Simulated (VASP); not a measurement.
Ti, 1 atom in the cell. Symmetry: Im-3m, No. 229, cubic system. Conventional cell: a = 3.282 Å, b = 3.282 Å, c = 3.282 Å, α = 90.00°, β = 90.00°, γ = 90.00°. Within 3.7 Å of Ti (site symmetry m-3m) lie 14 Ti at 2.84 to 3.28 Å. 

* Program: VASP 6.6.1
* Task: vibrations by perturbation theory
* Functional: LDA
* Potentials or basis: VASP PAW LDA potentials, release 64 (Ti_sv)
* Cutoff: 520 eV
* k mesh: 14 × 14 × 14
* Occupations: fermi-dirac, width 0.1 eV
* Spin: no spin polarisation
* Dipole correction: no
* Further INCAR settings: ALGO = Normal; EDIFF = 1e-08; IBRION = 8; NSW = 1

Potentials or basis: VASP PAW LDA potentials, release 64 (Ti_sv).

Launch:

```sh
$ cat potpaw_LDA.64/Ti_sv/POTCAR > POTCAR
$ mpirun -np 1 vasp_std > vasp.out
```

Hardware: 1 thread of Intel(R) Xeon(R) 6975P-C (Granite Rapids), on a shared host.

Problem. How long does it take, and how much memory?

Solution. Run time: 40 s on 1 thread of Intel(R) Xeon(R) 6975P-C (Granite Rapids), with other jobs on the host, peak memory 0.21 GiB. Counts: scf iterations 38, k points 104.
